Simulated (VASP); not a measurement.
# SrTiO3 (R-3m) in VASP: notebook

SrTiO3 is run at these levels: PBE; tasks: single point.

Everything below comes from runs of VASP 6.6.1. Logs are shortened: lines on timing, memory, paths and dates and some standing lists are left out, and cuts for length are marked.

## 1. The cell of the first run

The structure is trigonal, space group R-3m (No. 166). Conventional cell: a = 7.014 Å, b = 7.014 Å, c = 4.295 Å, α = 90.00°, β = 90.00°, γ = 120.00°. Sr (site symmetry -3m) has 2 Ti at 2.15 Å and 6 O at 2.48 Å within 2.8 Å. Ti (site symmetry -3m) has 2 Sr at 2.15 Å and 6 O at 2.15 Å within 2.8 Å. O (site symmetry 2/m) has 2 Ti at 2.15 Å and 2 Sr at 2.48 Å and 4 O at 2.48 Å within 2.8 Å.

## 2. Single point, PBE

INCAR

```
SYSTEM = SrTiO3
ALGO = Normal
EDIFF = 1E-6
ENCUT = 520
GGA = PE
ISIF = 2
ISMEAR = 0
LASPH = .True.
LCHARG = .False.
LREAL = .False.
LWAVE = .False.
NBANDS = 28
NELM = 100
PREC = Accurate
SIGMA = 0.05
```

KPOINTS

```
k-points
0
Gamma
  8 8 8
  0 0 0
```

POSCAR

```
SrTiO3
1.0
    4.1329647623     -0.8265929525     -0.8265929525
   -0.8265929525      4.1329647623     -0.8265929525
   -0.8265929525     -0.8265929525      4.1329647623
Sr Ti O
1 1 3
Direct
    0.0000000000      0.0000000000      0.0000000000
    0.5000000000      0.5000000000      0.5000000000
    0.0000000000      0.5000000000      0.5000000000
    0.5000000000      0.0000000000      0.5000000000
    0.5000000000      0.5000000000      0.0000000000
```

Potentials or basis: VASP PAW PBE potentials, release 64 (Sr_sv, Ti_sv, O).

On the command line:

```bash
cat potpaw_PBE.64/Sr_sv/POTCAR potpaw_PBE.64/Ti_sv/POTCAR potpaw_PBE.64/O/POTCAR > POTCAR
mpirun -np 1 vasp_std > vasp.out
```

OUTCAR:

```text
SYSTEM = SrTiO3
   EDIFF = 1E-6
   ENCUT = 520
   GGA = PE
   ISIF = 2
   ISMEAR = 0
   LASPH = .True.
   LREAL = .False.
   NELM = 100
   PREC = Accurate

 ion  position               nearest neighbor table
   1  0.000  0.000  0.000-   2 2.15   2 2.15   4 2.48   5 2.48   3 2.48   4 2.48   5 2.48   3 2.48
                             3 3.51   4 3.51   3 3.51   4 3.51   5 3.51   5 3.51   4 3.51   3 3.51
   2  0.500  0.500  0.500-   1 2.15   1 2.15   4 2.15   5 2.15   5 2.15   4 2.15   3 2.15   3 2.15

   3  0.000  0.500  0.500-   2 2.15   2 2.15   1 2.48   1 2.48   1 3.51   1 3.51   1 3.51   1 3.51

   4  0.500  0.000  0.500-   2 2.15   2 2.15   1 2.48   1 2.48   1 3.51   1 3.51   1 3.51   1 3.51

   5  0.500  0.500  0.000-   2 2.15   2 2.15   1 2.48   1 2.48   1 3.51   1 3.51   1 3.51   1 3.51

  LATTYP: Found a body centered cubic cell.
 ALAT       =     4.9595577148

  Lattice vectors:

 A1 = (   4.1329647623,  -0.8265929525,  -0.8265929525)
 A2 = (  -0.8265929525,   4.1329647623,  -0.8265929525)
 A3 = (  -0.8265929525,  -0.8265929525,   4.1329647623)

Analysis of symmetry for initial positions (statically):
=====================================================================
 Subroutine PRICEL returns:
 Original cell was already a primitive cell.

 Routine SETGRP: Setting up the symmetry group for a
 body centered cubic supercell.

 Subroutine GETGRP returns: Found 12 space group operations
 (whereof 12 operations were pure point group operations)
 out of a pool of 48 trial point group operations.

The static configuration has the point symmetry D_3d.

Analysis of symmetry for dynamics (positions and initial velocities):
=====================================================================
 Subroutine PRICEL returns:
 Original cell was already a primitive cell.

 Routine SETGRP: Setting up the symmetry group for a
 body centered cubic supercell.

 Subroutine GETGRP returns: Found 12 space group operations
 (whereof 12 operations were pure point group operations)
 out of a pool of 48 trial point group operations.

The dynamic configuration has the point symmetry D_3d.

 Subroutine INISYM returns: Found 12 space group operations
 (whereof 12 operations are pure point group operations),
 and found     1 'primitive' translations

----------------------------------------------------------------------------------------

                                     Primitive cell

  volume of cell :      60.9956

  direct lattice vectors                    reciprocal lattice vectors
     4.132964762 -0.826592952 -0.826592952     0.268841177  0.067210294  0.067210294
    -0.826592952  4.132964762 -0.826592952     0.067210294  0.268841177  0.067210294
    -0.826592952 -0.826592952  4.132964762     0.067210294  0.067210294  0.268841177

  length of vectors
     4.295102973  4.295102973  4.295102973     0.285149129  0.285149129  0.285149129

  position of ions in fractional coordinates (direct lattice)
     0.000000000  0.000000000  0.000000000
     0.500000000  0.500000000  0.500000000
     1.000000000  0.500000000  0.500000000
     0.500000000  1.000000000  0.500000000
     0.500000000  0.500000000  0.000000000

  ion indices of the primitive-cell ions
   primitive index   ion index
                 1           1
                 2           2
                 3           3
                 4           4
                 5           5

----------------------------------------------------------------------------------------

 KPOINTS: k-points

Automatic generation of k-mesh.
 Grid dimensions read from file:
 generate k-points for:    8    8    8

 Generating k-lattice:

  Cartesian coordinates                     Fractional coordinates (reciprocal lattice)
     0.033605147  0.008401287  0.008401287     0.125000000 -0.000000000  0.000000000
     0.008401287  0.033605147  0.008401287    -0.000000000  0.125000000  0.000000000
     0.008401287  0.008401287  0.033605147     0.000000000  0.000000000  0.125000000

  Length of vectors
     0.035643641  0.035643641  0.035643641

  Shift w.r.t. Gamma in fractional coordinates (k-lattice)
     0.000000000  0.000000000  0.000000000

 Subroutine IBZKPT returns following result:
 ===========================================

 Found     65 irreducible k-points:

 Following reciprocal coordinates:
            Coordinates               Weight
  0.000000  0.000000  0.000000      1.000000
  0.125000 -0.000000  0.000000      6.000000
  0.125000  0.000000 -0.125000      6.000000
  0.250000 -0.000000  0.000000      6.000000
  0.250000  0.000000 -0.250000      6.000000
  0.375000 -0.000000 -0.000000      6.000000
[... 16 lines left out ...]
  0.500000 -0.250000 -0.250000      6.000000
  0.375000  0.250000  0.000000     12.000000
 [... further k-points ...]
   k-points           NKPTS =     65   k-points in BZ     NKDIM =     65   number of bands    NBANDS=     28
   number of dos      NEDOS =    301   number of ions     NIONS =      5
   total plane-waves  NPLWV =  32768
   dimension x,y,z NGX =    32 NGY =   32 NGZ =   32
   dimension x,y,z NGXF=    64 NGYF=   64 NGZF=   64
   ions per type =               1   1   3
   NGX,Y,Z   is equivalent  to a cutoff of  12.39, 12.39, 12.39 a.u.
   NGXF,Y,Z  is equivalent  to a cutoff of  24.77, 24.77, 24.77 a.u.
 SYSTEM =  SrTiO3
   PREC   = accura    normal or accurate (medium, high low for compatibility)
   ISTART =      0    job   : 0-new  1-cont  2-samecut
   ICHARG =      2    charge: 1-file 2-atom 10-const
   ISPIN  =      1    spin polarized calculation?
   LNONCOLLINEAR =      F non collinear calculations
   LSORBIT =      F    spin-orbit coupling
   LASPH  =      T    aspherical Exc in radial PAW
   ENCUT  =  520.0 eV  38.22 Ry    6.18 a.u.   7.99  7.99  7.99*2*pi/ulx,y,z
   NELM   =    100;   NELMIN=  2; NELMDL= -5     # of ELM steps
   EDIFF  = 0.1E-05   stopping-criterion for ELM
   LREAL  =      F    real-space projection
   EDIFFG = 0.1E-04   stopping-criterion for IOM
   NSW    =      0    number of steps for IOM
   IBRION =     -1    ionic relax: 0-MD 1-quasi-New 2-CG
   NFREE  =      0    steps in history (QN), initial steepest desc. (CG)
   ISIF   =      2    stress and relaxation
   ISYM   =      2    0-nonsym 1-usesym 2-fastsym
   POTIM  = 0.5000    time-step for ionic-motion
   TEBEG  =    0.0;   TEEND  =   0.0 temperature during run
   PSTRESS=    0.0 pullay stress
   NELECT =      40.0000    total number of electrons
   NUPDOWN=      -1.0000    fix difference up-down
   EMIN   =  10.00;   EMAX   =-10.00  energy-range for DOS
   EFERMI =   0.00;   METHOD = LEGACY
   ISMEAR =     0;   SIGMA  =   0.05  broadening in eV -4-tet -1-fermi 0-gaus
   EFERMI_NEDOS =   21; number of points for ismear=-14 and -15
   IALGO  =     38    algorithm
   IMIX   =      4    mixing-type and parameters
     AMIX     =   0.40;   BMIX     =  1.00
     AMIX_MAG =   1.60;   BMIX_MAG =  1.00
  volume/ion in A,a.u.               =      12.20        82.32
  Fermi-wavevector in a.u.,A,eV,Ry     =   1.422313  2.687782 27.524240  2.022975
  Thomas-Fermi vector in A             =   2.543030
   LORBIT       =      0    0 simple, 1 ext, 2 COOP (PROOUT), +10 PAW based schemes
   GGA     = PE    functional components
   LHFCALC =     F    Hartree Fock is set to
   AEXX    =    0.0000 exact exchange contribution
   IVDW    =     0    specifies the selected vdW correction
   LEPSILON=     F    determine dielectric tensor
   LRPA    =     F    only Hartree local field effects (RPA)
 non-spin polarized calculation
 Gauss-broadening in eV      SIGMA  =   0.05
  energy-cutoff  :      520.00
  volume of cell :       61.00
 maximum number of plane-waves:      1686
   NGX = 15   NGY = 15   NGZ = 15

 number of electron      40.0000013 magnetization

 Free energy of the ion-electron system (eV)
  ---------------------------------------------------
  ext. energy  EPLUGINS =         0.00000000
  ---------------------------------------------------
  free energy    TOTEN  =       -27.72189472 eV

  energy without entropy =      -27.71623348  energy(sigma->0) =      -27.71906410

 E-fermi :   4.4429     XC(G=0): -11.0391

 val. band max:        4.4332243079   @ k =   0.5000   0.5000   0.1250
 cond. band min:       4.4477859416   @ k =  -0.2500   0.3750   0.1250
 fundamental gap:      0.0145616337
 Fermi energy:         4.4428591826

 k-point     1 :       0.0000    0.0000    0.0000
  band No.  band energies     occupation
      1     -52.9798      2.00000
      2     -30.1629      2.00000
      3     -29.9527      2.00000
      4     -29.0571      2.00000
      5     -29.0571      2.00000
      6     -13.6190      2.00000
[... 20 lines left out ...]
     27      10.2979      0.00000
     28      10.2979      0.00000

 k-point     2 :       0.1250   -0.0000    0.0000
  band No.  band energies     occupation
      1     -52.9788      2.00000
      2     -30.7380      2.00000
      3     -29.3067      2.00000
      4     -29.0594      2.00000
      5     -29.0565      2.00000
      6     -13.6590      2.00000
[... 20 lines left out ...]
     27      10.3872      0.00000
     28      10.4930      0.00000

 k-point     3 :       0.1250    0.0000   -0.1250
  band No.  band energies     occupation
      1     -52.9797      2.00000
      2     -30.1635      2.00000
      3     -29.9508      2.00000
      4     -29.0617      2.00000
      5     -29.0585      2.00000
      6     -13.6373      2.00000
[... 20 lines left out ...]
     27      10.4944      0.00000
     28      10.5536      0.00000

 k-point     4 :       0.2500   -0.0000    0.0000
  band No.  band energies     occupation
      1     -52.9765      2.00000
      2     -31.2611      2.00000
      3     -29.0652      2.00000
      4     -29.0551      2.00000
      5     -28.6054      2.00000
      6     -13.8501      2.00000
[... 578 lines left out ...]
     27      11.6443      0.00000
     28      13.1388      0.00000

 k-point    23 :       0.5000   -0.2500   -0.2500
  band No.  band energies     occupation
      1     -52.9790      2.00000
      2     -30.1673      2.00000
      3     -29.9389      2.00000
      4     -29.0831      2.00000
      5     -29.0719      2.00000
      6     -13.5690      2.00000
[... 20 lines left out ...]
     27      11.9488      0.00000
     28      13.5648      0.00000

 k-point    24 :       0.3750    0.2500    0.0000
  band No.  band energies     occupation
      1     -52.9739      2.00000
      2     -31.5930      2.00000
      3     -29.0751      2.00000
      4     -29.0596      2.00000
      5     -28.0827      2.00000
      6     -14.0610      2.00000
[... 20 lines left out ...]
     27      11.0191      0.00000
     28      12.4708      0.00000

 [... further k-points ...]
[... 5 lines left out ...]
  --------------------------------------------------------------------------------------
  -------------------------------------------------------------------------------------
  Total        8.2170635      8.2170635      8.2170635     17.1327179     17.1327179     17.1327179
  in kB      215.8382312    215.8382312    215.8382312    450.0264040    450.0264040    450.0264040
  external PRESSURE =     215.8382312 kB  Pullay stress =       0.0000000 kB

 VOLUME and BASIS-vectors are now :
 -----------------------------------------------------------------------------
  energy-cutoff  :      520.00
  volume of cell :       61.00
      direct lattice vectors                 reciprocal lattice vectors
     4.132964762 -0.826592952 -0.826592952     0.268841177  0.067210294  0.067210294
    -0.826592952  4.132964762 -0.826592952     0.067210294  0.268841177  0.067210294
    -0.826592952 -0.826592952  4.132964762     0.067210294  0.067210294  0.268841177

 POSITION                                       TOTAL-FORCE (eV/Angst)
 -----------------------------------------------------------------------------------
      0.00000      0.00000      0.00000         0.000000     -0.000000      0.000000
      1.23989      1.23989      1.23989        -0.000000      0.000000     -0.000000
     -0.82659      1.65319      1.65319         0.000000     -0.000000      0.000000
      1.65319     -0.82659      1.65319         0.000000     -0.000000      0.000000
      1.65319      1.65319     -0.82659        -0.000000     -0.000000      0.000000
 -----------------------------------------------------------------------------------
    total drift:                                0.000000     -0.000000     -0.000000

  FREE ENERGIE OF THE ION-ELECTRON SYSTEM (eV)
  ---------------------------------------------------
  free  energy   TOTEN  =       -27.7218947196 eV

  energy  without entropy=      -27.7162334787  energy(sigma->0) =      -27.71906410
```

Run time: 41 s. Hardware: 1 thread of Intel Xeon 6975P-C (Granite Rapids), shared host; peak memory 0.25 GiB.

What came out:

```
Free energy            : -27.7219 eV
Pressure               : 21.6 GPa
Band gap on the k mesh : zero (band 20 reaches 4.83 eV, above the bottom of band 21 at 3.96 eV)
```

Caveat: semilocal functionals often make such compounds metallic where correlation or magnetic order opens a gap, which also shifts bond lengths.

## 3. Single point, PBE

This run uses another cell than the first one, of the same volume but with other edges.

INCAR

```
  ALGO = Normal
  EDIFF = 1E-6
  ENCUT = 520
  GGA = PE
  ISIF = 2
  ISMEAR = 0
  LASPH = True
  LCHARG = True
  LELF = True
  LREAL = False
  LVHAR = True
  LWAVE = False
  NBANDS = 28
  NELM = 100
  PREC = Accurate
  SIGMA = 0.05
```

KPOINTS

```
k-points
0
Gamma
  8 8 8
```

POSCAR: that of step 2 with these lines changed.

```diff
@@ -2,5 +2,5 @@
 1.0
-    4.1329647623     -0.8265929525     -0.8265929525
-   -0.8265929525      4.1329647623     -0.8265929525
-   -0.8265929525     -0.8265929525      4.1329647623
+    4.1657674420      1.0414418605      1.0414418605
+    1.0414418605      4.1657674420      1.0414418605
+    1.0414418605      1.0414418605      4.1657674420
 Sr Ti O
```

Potentials or basis: VASP PAW PBE potentials, release 64 (Sr_sv, Ti_sv, O).

On the command line:

```bash
cat potpaw_PBE.64/Sr_sv/POTCAR potpaw_PBE.64/Ti_sv/POTCAR potpaw_PBE.64/O/POTCAR > POTCAR
mpirun -np 1 vasp_std > vasp.out
```

Run time: 61 s. Hardware: 1 thread of Intel Xeon 6975P-C (Granite Rapids), shared host; peak memory 0.27 GiB.

Results (log left out):

- Free energy: -28.2600 eV
- Pressure: 30.4 GPa
- Band gap on the k mesh: zero (band 20 reaches 6.23 eV, above the bottom of band 21 at 4.96 eV)

Stress tensor (GPa, compression positive):
```
 30.44 -35.91 -35.91
-35.91  30.44 -35.91
-35.91 -35.91  30.44
```

Levels at points of the mesh, in eV from the Fermi level:
| k point | band 18 | band 19 | band 20 | band 21 | band 22 | band 23 |
| --- | --- | --- | --- | --- | --- | --- |
| (0.00, 0.00, 0.00) | -1.77 | -1.04 | -0.75 | -0.75 | 0.70 | 0.70 |
| (0.50, 0.00, 0.00) | -2.96 | -1.94 | -0.25 | 0.15 | 0.68 | 0.95 |
| (0.50, 0.50, 0.50) | -1.01 | 0.53 | 0.53 | 0.76 | 0.78 | 0.78 |
| (0.50, 0.50, 0.00) | -2.73 | -1.66 | 0.03 | 0.23 | 0.36 | 0.92 |

Caveat: semilocal functionals often make such compounds metallic where correlation or magnetic order opens a gap, which also shifts bond lengths.
